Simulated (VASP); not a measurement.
CeO2: single point with PBE+U

CeO2:

```
Ce O
1.0
     0.00000    2.73591    2.73591
     2.73591    0.00000    2.73591
     2.73591    2.73591    0.00000
Ce O
1 2
Direct
  0.00000 0.00000 0.00000
  0.25000 0.25000 0.25000
  0.75000 0.75000 0.75000
```

| Property | Result |
| --- | --- |
| Program | VASP 6.6.1 |
| Task | single point |
| Functional | PBE |
| Potentials or basis | VASP PAW PBE potentials, release 64 (Ce, O_h) |
| Cutoff | 910 eV |
| k mesh | 12 × 12 × 12 |
| Occupations | gaussian, width 0.05 eV |
| Spin | no spin polarisation |
| Hubbard terms | Ce f U = 5.0 eV |

The pressure is 2.8 GPa. The band gap on the k mesh is 2.30 eV (least direct gap 2.50 eV).

Levels at points of the mesh, in eV from the valence-band top:
```tsv
k point	band 9	band 10	band 11	band 12	band 13	band 14	band 15	band 16
(0.00, 0.00, 0.00)	-3.86	-0.44	-0.44	-0.44	2.47	2.81	2.81	2.81
(0.50, 0.00, 0.00)	-1.31	-1.28	-0.73	-0.73	2.30	2.62	2.62	2.82
(0.50, 0.50, 0.00)	-1.27	-0.84	-0.84	-0.48	2.54	2.54	2.55	2.67
```

Eigenvalues of the final occupation matrices:
| site | spin | trace | eigenvalues |
| --- | --- | --- | --- |
| site 1 f | 1 | 0.36 | 0.03 0.03 0.03 0.05 0.05 0.05 0.14 |
| site 1 f | 2 | 0.36 | 0.03 0.03 0.03 0.05 0.05 0.05 0.14 |

It took 3.4 min on 1 thread of AMD EPYC 7R43 64-Core Processor (Zen 3), on a shared host, peak memory 0.3 GiB.

Caveat: the cutoff is under 1.25 times the usual one of these potentials, so pressure, stress and relaxed cells hold a basis-set (Pulay) error; spin-orbit coupling is left out, which moves the levels of the heavy elements. Spin polarisation is off, so any magnetic state and its effect on volume and gap are missing.
